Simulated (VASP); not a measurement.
# Pb (Fm-3m) in VASP: a series of runs, part 2 of 2

VASP 6.6.1. Earlier steps stand in the parts before.

**3. Single point, BLYP+D3(BJ)**

This run uses another cell than the first one, of 29.72 Å³/atom, 1.021 times its volume.

Contents of INCAR:

```
SYSTEM = Pb
PREC     = Accurate       ! precision mode
ENCUT    = 520            ! plane-wave cutoff, eV
EDIFF    = 1E-6           ! SCF threshold, eV
ISMEAR   = -1             ! smearing method
SIGMA    = 0.05           ! smearing width, eV
LREAL    = .FALSE.        ! projectors in reciprocal space
LASPH    = .TRUE.         ! aspherical terms in the spheres
NELM     = 60             ! most SCF steps
ALGO     = Normal         ! electronic algorithm
ISIF     = 2              ! what is computed and relaxed
LWAVE    = .FALSE.        ! write WAVECAR
LCHARG   = .FALSE.        ! write CHGCAR
GGA      = B5             ! functional
ALDAX    = 1.0          
AGGAX    = 1.0          
AGGAC    = 1.0          
ALDAC    = 0.0          
IVDW     = 12             ! dispersion correction
VDW_S6   = 1.0          
VDW_S8   = 2.6996       
VDW_A1   = 0.4298       
VDW_A2   = 4.2359       
NBANDS   = 13             ! bands
```

Contents of KPOINTS:

```
regular mesh
0
G
  9 9 9
  0 0 0
```

Contents of POSCAR:

```
Pb
1.0
    0.0000000000      2.4584086270      2.4584086270
    2.4584086270      0.0000000000      2.4584086270
    2.4584086270      2.4584086270      0.0000000000
Pb
1
Direct
    0.0000000000      0.0000000000      0.0000000000
```

Potentials or basis: VASP PAW PBE potentials, release 64 (Pb_d).

Launch:

```bash
cat potpaw_PBE.64/Pb_d/POTCAR > POTCAR
mpirun -np 1 vasp_std > vasp.out
```

OUTCAR:

```text
SYSTEM = Pb
   PREC = Accurate
   ENCUT = 520
   EDIFF = 1E-6
   ISMEAR = -1
   LREAL = .FALSE.
   LASPH = .TRUE.
   NELM = 60
   ISIF = 2
   GGA = B5
   IVDW = 12
 IVDW          = 12

 ion  position               nearest neighbor table
   1  0.000  0.000  0.000-

  LATTYP: Found a face centered cubic cell.
 ALAT       =     4.9168172540

  Lattice vectors:

 A1 = (   0.0000000000,   2.4584086270,   2.4584086270)
[... 563 lines left out ...]
     12      26.3360      0.00000
     13      28.2410      0.00000

 [... further k-points ...]

------------------------ aborting loop because EDIFF is reached ----------------------------------------

 Edisp (eV)   -1.02042

 E8    (eV) :    -0.8018

  FORCE on cell =-STRESS in cart. coord.  units (eV):
  Direction    XX          YY          ZZ          XY          YZ          ZX
  --------------------------------------------------------------------------------------
  -------------------------------------------------------------------------------------
  Total       0.31377     0.31377     0.31377     0.00000    -0.00000     0.00000
  in kB      16.91750    16.91750    16.91750     0.00000    -0.00000     0.00000
  external pressure =       16.92 kB  Pullay stress =        0.00 kB

 VOLUME and BASIS-vectors are now :
 -----------------------------------------------------------------------------
  energy-cutoff  :      520.00
  volume of cell :       29.72
      direct lattice vectors                 reciprocal lattice vectors
     0.000000000  2.458408627  2.458408627    -0.203383601  0.203383601  0.203383601
     2.458408627  0.000000000  2.458408627     0.203383601 -0.203383601  0.203383601
     2.458408627  2.458408627  0.000000000     0.203383601  0.203383601 -0.203383601

 POSITION                                       TOTAL-FORCE (eV/Angst)
 -----------------------------------------------------------------------------------
      0.00000      0.00000      0.00000        -0.000000      0.000000     -0.000000
 -----------------------------------------------------------------------------------
    total drift:                               -0.000000     -0.000000     -0.000000

  FREE ENERGIE OF THE ION-ELECTRON SYSTEM (eV)
  ---------------------------------------------------
  free  energy   TOTEN  =        -3.8090939744 eV

  energy  without entropy=       -3.8058832009  energy(sigma->0) =       -3.80748859
```

OSZICAR:

```text
N       E                     dE             d eps       ncg     rms          rms(c)
DAV:   1     0.111015742067E+03    0.11102E+03   -0.70221E+03   915   0.125E+03
DAV:   2     0.261571891230E+01   -0.10840E+03   -0.10479E+03   940   0.314E+02
DAV:   3    -0.268815632249E+01   -0.53039E+01   -0.52847E+01  1146   0.758E+01
DAV:   4    -0.281217220193E+01   -0.12402E+00   -0.12399E+00  1150   0.121E+01
DAV:   5    -0.281754818984E+01   -0.53760E-02   -0.53758E-02  1278   0.239E+00    0.897E-01
DAV:   6    -0.279304528387E+01    0.24503E-01   -0.37084E-02  1165   0.367E+00    0.358E-01
DAV:   7    -0.278883226481E+01    0.42130E-02   -0.12833E-02  1190   0.199E+00    0.721E-02
DAV:   8    -0.278869093478E+01    0.14133E-03   -0.60664E-04  1199   0.372E-01    0.134E-02
DAV:   9    -0.278868026653E+01    0.10668E-04   -0.25901E-05  1199   0.841E-02    0.715E-03
DAV:  10    -0.278867612928E+01    0.41372E-05   -0.25754E-06  1095   0.175E-02    0.566E-04
DAV:  11    -0.278867617744E+01   -0.48164E-07   -0.65226E-08   705   0.253E-03
   1 F= -.38090940E+01 E0= -.38074886E+01  d E =-.321077E-02
```

Wall time 12 s (1 thread of Intel Xeon Platinum 8375C at 2.90GHz (Ice Lake), shared host); peak memory 0.16 GiB.

Results:

```
Free energy                : -3.8091 eV
Pressure                   : 1.7 GPa
Band gap on the k mesh     : zero (band 7 reaches 15.41 eV, above the bottom of band 8 at 6.47 eV)
Dispersion energy per atom : -1.020 eV
```

Levels at points of the mesh, in eV from the Fermi level:
| k point | band 4 | band 5 | band 6 | band 7 | band 8 | band 9 | band 10 | band 11 |
| --- | --- | --- | --- | --- | --- | --- | --- | --- |
| (0.00, 0.00, 0.00) | -16.82 | -16.82 | -11.80 | 7.53 | 7.53 | 7.53 | 10.18 | 12.20 |

Caveat: the PAW data sets were made with another functional, which shifts forces and pressure a little; spin-orbit coupling is left out, which moves the levels of the heavy elements; pairwise dispersion overbinds metals, which lowers pressure and volume.

**4. Single point, LDA**

This run uses another cell than the first one, of 30.32 Å³/atom, 1.042 times its volume.

Contents of INCAR:

```
PREC     = Accurate       # precision mode
ENCUT    = 520            # plane-wave cutoff, eV
EDIFF    = 1E-6           # SCF threshold, eV
ISMEAR   = -1             # smearing method
SIGMA    = 0.05           # smearing width, eV
LREAL    = False          # projectors in reciprocal space
LASPH    = True           # aspherical terms in the spheres
NELM     = 100            # most SCF steps
ALGO     = Fast           # electronic algorithm
ISIF     = 2              # what is computed and relaxed
LWAVE    = False          # write WAVECAR
LCHARG   = False          # write CHGCAR
NBANDS   = 13             # bands
```

Contents of KPOINTS:

```
Automatic mesh
0
Gamma
  9 9 9
```

Contents of POSCAR:

```
Pb
1.0
    0.0000000000      2.4750200000      2.4750200000
    2.4750200000      0.0000000000      2.4750200000
    2.4750200000      2.4750200000      0.0000000000
Pb
1
Direct
    0.0000000000      0.0000000000      0.0000000000
```

Potentials or basis: VASP PAW LDA potentials, release 64 (Pb_d).

Launch:

```bash
cat potpaw_LDA.64/Pb_d/POTCAR > POTCAR
mpirun -np 1 vasp_std > vasp.out
```

OUTCAR:

```text
PREC = Accurate
   ENCUT = 520
   EDIFF = 1E-6
   ISMEAR = -1
   LREAL = False
   LASPH = True
   NELM = 100
   ISIF = 2

 ion  position               nearest neighbor table
   1  0.000  0.000  0.000-

  LATTYP: Found a face centered cubic cell.
 ALAT       =     4.9500400000

  Lattice vectors:

 A1 = (   0.0000000000,   2.4750200000,   2.4750200000)
 A2 = (   2.4750200000,   0.0000000000,   2.4750200000)
 A3 = (   2.4750200000,   2.4750200000,   0.0000000000)

Analysis of symmetry for initial positions (statically):
[... 5 lines left out ...]
 face centered cubic supercell.

 Subroutine GETGRP returns: Found 48 space group operations
 (whereof 48 operations were pure point group operations)
 out of a pool of 48 trial point group operations.

The static configuration has the point symmetry O_h .

Analysis of symmetry for dynamics (positions and initial velocities):
[... 5 lines left out ...]
 face centered cubic supercell.

 Subroutine GETGRP returns: Found 48 space group operations
 (whereof 48 operations were pure point group operations)
 out of a pool of 48 trial point group operations.

The dynamic configuration has the point symmetry O_h .

 Subroutine INISYM returns: Found 48 space group operations
 (whereof 48 operations are pure point group operations),
 and found     1 'primitive' translations

----------------------------------------------------------------------------------------

                                     Primitive cell

  volume of cell :      30.3226

  direct lattice vectors                    reciprocal lattice vectors
     0.000000000  2.475020000  2.475020000    -0.202018570  0.202018570  0.202018570
     2.475020000  0.000000000  2.475020000     0.202018570 -0.202018570  0.202018570
     2.475020000  2.475020000  0.000000000     0.202018570  0.202018570 -0.202018570

  length of vectors
     3.500206851  3.500206851  3.500206851     0.349906427  0.349906427  0.349906427

  position of ions in fractional coordinates (direct lattice)
     0.000000000  0.000000000  0.000000000

  ion indices of the primitive-cell ions
   primitive index   ion index
                 1           1

----------------------------------------------------------------------------------------

 KPOINTS: Automatic mesh

Automatic generation of k-mesh.
 Grid dimensions read from file:
 generate k-points for:    9    9    9

 Generating k-lattice:

  Cartesian coordinates                     Fractional coordinates (reciprocal lattice)
    -0.022446508  0.022446508  0.022446508     0.111111111  0.000000000  0.000000000
     0.022446508 -0.022446508  0.022446508     0.000000000  0.111111111  0.000000000
     0.022446508  0.022446508 -0.022446508     0.000000000  0.000000000  0.111111111

  Length of vectors
     0.038878492  0.038878492  0.038878492

  Shift w.r.t. Gamma in fractional coordinates (k-lattice)
     0.000000000  0.000000000  0.000000000

 Subroutine IBZKPT returns following result:
 ===========================================

 Found     35 irreducible k-points:

 Following reciprocal coordinates:
            Coordinates               Weight
  0.000000  0.000000  0.000000      1.000000
  0.111111  0.000000  0.000000      8.000000
  0.222222  0.000000  0.000000      8.000000
  0.333333  0.000000  0.000000      8.000000
  0.444444  0.000000  0.000000      8.000000
  0.111111  0.111111  0.000000      6.000000
[... 16 lines left out ...]
 -0.333333  0.333333  0.000000     12.000000
  0.444444  0.444444  0.000000      6.000000
 [... further k-points ...]
   k-points           NKPTS =     35   k-points in BZ     NKDIM =     35   number of bands    NBANDS=     13
   number of dos      NEDOS =    301   number of ions     NIONS =      1
   total plane-waves  NPLWV =  21952
   dimension x,y,z NGX =    28 NGY =   28 NGZ =   28
   dimension x,y,z NGXF=    56 NGYF=   56 NGZF=   56
   ions per type =               1
   NGX,Y,Z   is equivalent  to a cutoff of  13.30, 13.30, 13.30 a.u.
   NGXF,Y,Z  is equivalent  to a cutoff of  26.60, 26.60, 26.60 a.u.
 SYSTEM =  unknown system
   PREC   = accura    normal or accurate (medium, high low for compatibility)
   ISTART =      0    job   : 0-new  1-cont  2-samecut
   ICHARG =      2    charge: 1-file 2-atom 10-const
   ISPIN  =      1    spin polarized calculation?
   LNONCOLLINEAR =      F non collinear calculations
   LSORBIT =      F    spin-orbit coupling
   LASPH  =      T    aspherical Exc in radial PAW
   ENCUT  =  520.0 eV  38.22 Ry    6.18 a.u.   6.51  6.51  6.51*2*pi/ulx,y,z
   NELM   =    100;   NELMIN=  2; NELMDL= -5     # of ELM steps
   EDIFF  = 0.1E-05   stopping-criterion for ELM
   LREAL  =      F    real-space projection
   EDIFFG = 0.1E-04   stopping-criterion for IOM
   NSW    =      0    number of steps for IOM
   IBRION =     -1    ionic relax: 0-MD 1-quasi-New 2-CG
   NFREE  =      0    steps in history (QN), initial steepest desc. (CG)
   ISIF   =      2    stress and relaxation
   ISYM   =      2    0-nonsym 1-usesym 2-fastsym
   POTIM  = 0.5000    time-step for ionic-motion
   TEBEG  =    0.0;   TEEND  =   0.0 temperature during run
   PSTRESS=    0.0 pullay stress
   NELECT =      14.0000    total number of electrons
   NUPDOWN=      -1.0000    fix difference up-down
   EMIN   =  10.00;   EMAX   =-10.00  energy-range for DOS
   EFERMI =   0.00;   METHOD = LEGACY
   ISMEAR =    -1;   SIGMA  =   0.05  broadening in eV -4-tet -1-fermi 0-gaus
   EFERMI_NEDOS =   21; number of points for ismear=-14 and -15
   IALGO  =     68    algorithm
   IMIX   =      4    mixing-type and parameters
     AMIX     =   0.40;   BMIX     =  1.00
     AMIX_MAG =   1.60;   BMIX_MAG =  1.00
  volume/ion in A,a.u.               =      30.32       204.63
  Fermi-wavevector in a.u.,A,eV,Ry     =   1.265306  2.391081 21.782907  1.600999
  Thomas-Fermi vector in A             =   2.398566
   LORBIT       =      0    0 simple, 1 ext, 2 COOP (PROOUT), +10 PAW based schemes
   GGA     = CA    functional components
   LHFCALC =     F    Hartree Fock is set to
   AEXX    =    0.0000 exact exchange contribution
   IVDW    =     0    specifies the selected vdW correction
   LEPSILON=     F    determine dielectric tensor
   LRPA    =     F    only Hartree local field effects (RPA)
 non-spin polarized calculation
 RMM-DIIS sequential band-by-band and
  energy-cutoff  :      520.00
  volume of cell :       30.32
 maximum number of plane-waves:       869
 NGX is ok and might be reduce to    28
   NGX = 13   NGY = 13   NGZ = 13

 number of electron      13.9999999 magnetization

 Free energy of the ion-electron system (eV)
  ---------------------------------------------------
  ext. energy  EPLUGINS =         0.00000000
  ---------------------------------------------------
  free energy    TOTEN  =        -4.26465514 eV

  energy without entropy =       -4.26150258  energy(sigma->0) =       -4.26307886

 E-fermi :   6.8587     XC(G=0): -10.4558

 val. band max:        6.6344914608   @ k =  -0.3333   0.3333   0.1111
 cond. band min:       6.8663137097   @ k =  -0.2222   0.3333   0.1111
 fundamental gap:      0.2318222489
 Fermi energy:         6.8586734697

 k-point     1 :       0.0000    0.0000    0.0000
  band No.  band energies     occupation
      1     -10.0047      2.00000
      2     -10.0047      2.00000
      3     -10.0047      2.00000
      4      -9.8618      2.00000
      5      -9.8618      2.00000
      6      -4.7594      2.00000
      7      14.3536      0.00000
      8      14.3536      0.00000
      9      14.3536      0.00000
     10      16.8347      0.00000
     11      18.4738      0.00000
     12      19.5192      0.00000
     13      19.5192      0.00000

 k-point     2 :       0.1111    0.0000    0.0000
  band No.  band energies     occupation
      1     -10.0052      2.00000
      2      -9.9879      2.00000
      3      -9.9879      2.00000
      4      -9.8618      2.00000
      5      -9.8618      2.00000
      6      -4.5219      2.00000
      7      12.0272      0.00000
      8      14.0753      0.00000
      9      14.0753      0.00000
     10      16.4427      0.00000
     11      19.4090      0.00000
[... 339 lines left out ...]
 k-point    24 :       0.4444    0.4444    0.0000
  band No.  band energies     occupation
      1     -10.1647      2.00000
      2     -10.0712      2.00000
      3      -9.7402      2.00000
      4      -9.7017      2.00000
      5      -9.7017      2.00000
      6      -0.1764      2.00000
      7       4.2864      2.00000
      8       9.1192      0.00000
      9       9.1192      0.00000
     10      12.5699      0.00000
     11      13.7758      0.00000
     12      25.2217      0.00000
     13      26.9527      0.00000

 [... further k-points ...]
[... 5 lines left out ...]
  --------------------------------------------------------------------------------------
  -------------------------------------------------------------------------------------
  Total       -0.3937138     -0.3937138     -0.3937138     -0.0000000     -0.0000000      0.0000000
  in kB      -20.8029577    -20.8029577    -20.8029577     -0.0000000     -0.0000000      0.0000000
  external PRESSURE =     -20.8029577 kB  Pullay stress =       0.0000000 kB

 VOLUME and BASIS-vectors are now :
 -----------------------------------------------------------------------------
  energy-cutoff  :      520.00
  volume of cell :       30.32
      direct lattice vectors                 reciprocal lattice vectors
     0.000000000  2.475020000  2.475020000    -0.202018570  0.202018570  0.202018570
     2.475020000  0.000000000  2.475020000     0.202018570 -0.202018570  0.202018570
     2.475020000  2.475020000  0.000000000     0.202018570  0.202018570 -0.202018570

 POSITION                                       TOTAL-FORCE (eV/Angst)
 -----------------------------------------------------------------------------------
      0.00000      0.00000      0.00000        -0.000000      0.000000     -0.000000
 -----------------------------------------------------------------------------------
    total drift:                               -0.000000     -0.000000     -0.000000

  FREE ENERGIE OF THE ION-ELECTRON SYSTEM (eV)
  ---------------------------------------------------
  free  energy   TOTEN  =        -4.2646551446 eV

  energy  without entropy=       -4.2615025803  energy(sigma->0) =       -4.26307886
```

It took 10 s on 1 thread of Intel Xeon Platinum 8375C at 2.90GHz (Ice Lake), shared host; peak memory 0.14 GiB.

What came out:

```yaml
Free_energy: -4.2647 eV
Pressure: -2.1 GPa
Band_gap_on_the_k_mesh: zero (band 7 reaches 14.35 eV, above the bottom of band 8 at 5.46 eV)
```

Caveat: spin-orbit coupling is left out, which moves the levels of the heavy elements.

**5. Single point, LDA**

This run uses another cell than the first one, of 30.93 Å³/atom, 1.062 times its volume.

Contents of INCAR:

```
SYSTEM = Pb
  PREC = Accurate
  ENCUT = 520
  EDIFF = 1E-6
  ISMEAR = -1
  SIGMA = 0.05
  LREAL = .False.
  LASPH = .True.
  NELM = 60
  ALGO = Fast
  ISIF = 2
  LWAVE = .False.
  LCHARG = .False.
  GGA = CA
  NBANDS = 13
```

Contents of KPOINTS:

```
regular mesh
0
Gamma
  9 9 9
  0 0 0
```

Contents of POSCAR:

```
Pb
1.0
    0.0000000000      2.4914113386      2.4914113386
    2.4914113386      0.0000000000      2.4914113386
    2.4914113386      2.4914113386      0.0000000000
Pb
1
Direct
    0.0000000000      0.0000000000      0.0000000000
```

Launch:

```bash
cat potpaw_LDA.64/Pb_d/POTCAR > POTCAR
mpirun -np 1 vasp_std > vasp.out
```

It took 9.6 s on 1 thread of Intel Xeon Platinum 8375C at 2.90GHz (Ice Lake), shared host; peak memory 0.14 GiB.

Results (log left out):

```
Free energy            : -4.2554 eV
Pressure               : -2.9 GPa
Band gap on the k mesh : zero (band 7 reaches 13.98 eV, above the bottom of band 8 at 5.28 eV)
```

Levels at points of the mesh, in eV from the Fermi level:
```
           k point  band 5  band 6  band 7  band 8  band 9  band 10
(0.00, 0.00, 0.00)  -16.72  -11.49    7.33    7.33    7.33     9.96
```

Caveat: spin-orbit coupling is left out, which moves the levels of the heavy elements.

**6. Summary**

```csv
level,potentials or basis,cell,gap on the mesh (eV),pressure (GPa)
BLYP+D3(BJ),"VASP PAW PBE potentials, release 64 (Pb_d)","a = 3.453 Å, angles 60.0°, 1 atom",none,2.8
BLYP+D3(BJ),"VASP PAW PBE potentials, release 64 (Pb_d)","a = 3.477 Å, angles 60.0°, 1 atom",none,1.7
LDA,"VASP PAW LDA potentials, release 64 (Pb_d)","a = 3.500 Å, angles 60.0°, 1 atom",none,-2.1
LDA,"VASP PAW LDA potentials, release 64 (Pb_d)","a = 3.523 Å, angles 60.0°, 1 atom",none,-2.9
```

Alike in all rows: task single point; no spin polarisation; k mesh 9 × 9 × 9; cutoff (eV) 520; smearing fermi-dirac 0.05 eV.

Caveats: spin-orbit coupling is left out, which moves the levels of the heavy elements; the PAW data sets were made with another functional, which shifts forces and pressure a little (some runs); pairwise dispersion overbinds metals, which lowers pressure and volume (some runs).

Total energies depend on the potentials used, so only differences within one code and one set of settings carry meaning.
